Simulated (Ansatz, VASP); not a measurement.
**Sb: VASP beside Ansatz**

```
Sb
1.0
     3.31353    0.00000    0.00000
    -1.65676    2.86960    0.00000
     0.00000    0.00000   26.82190
Sb
5
Cartesian
  2.4851 0.4783 8.0000
  -0.8284 2.3913 10.7055
  0.8284 1.4348 13.4109
  2.4851 0.4783 16.1164
  -0.8284 2.3913 18.8219
```

Alike in both runs: task single point; functional LDA; k mesh 14 × 14 × 1; occupations fermi-dirac, width 0.05 eV; no spin polarisation.

|  | VASP | Ansatz |
| --- | --- | --- |
| version | VASP 6.6.1 | Ansatz 0.2.0 |
| potentials or method | VASP PAW LDA potentials, release 64 (Sb), cutoff 520 eV | all-electron LAPW, scalar-relativistic |

VASP gave:

- rms of the force components (eV/Å): 0.137

Task: What did Ansatz give for the same quantities?

Result: rms of the force components (eV/Å): 0.140.

LDA's correlation is that of Perdew and Zunger in VASP and of Perdew and Wang (1992) in Ansatz. Atom by atom the forces differ by 0.004 eV/Å (rms over components). Ansatz ran all-electron here, and VASP with PAW potentials.

Spin-orbit coupling is off throughout.
